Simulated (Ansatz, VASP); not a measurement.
Two plane-wave programs on Cu

```
CELL_PARAMETERS angstrom
0.00000 1.78204 1.78204
1.78204 0.00000 1.78204
1.78204 1.78204 0.00000
ATOMIC_POSITIONS crystal
Cu 0.00000 0.00000 0.00000
```

Alike in both runs: functional PBEsol; k mesh 16 × 16 × 16; occupations gaussian, width 0.1 eV; no spin polarisation.

Ansatz relaxed the structure, and its values are those at the end. VASP's run is a single point on that final structure, the one shown.

|  | VASP | Ansatz |
| --- | --- | --- |
| version | VASP 6.6.1 | Ansatz 0.2.0 |
| potentials or method | VASP PAW PBE potentials, release 64 (Cu), cutoff 520 eV | scalar-relativistic, plane waves, PAW |
| valence electrons in the cell | 11 | 19 |

VASP gave:

| Quantity | Value |
| --- | --- |
| gap on the k mesh at the Fermi level (eV) | none |
| pressure (GPa) | 0.8 |

Problem. What did Ansatz give for the same quantities?

Solution. gap on the k mesh at the Fermi level (eV): none; pressure (GPa): 0.0.

VASP's potentials were made for PBE, not for PBEsol, and Ansatz warns of the same on its side. A gap of «none» marks a metal or a gap that the smearing closes. VASP's potentials hold 11 valence electrons a cell and Ansatz's 19, so a difference there can come from the potentials and not from the codes.
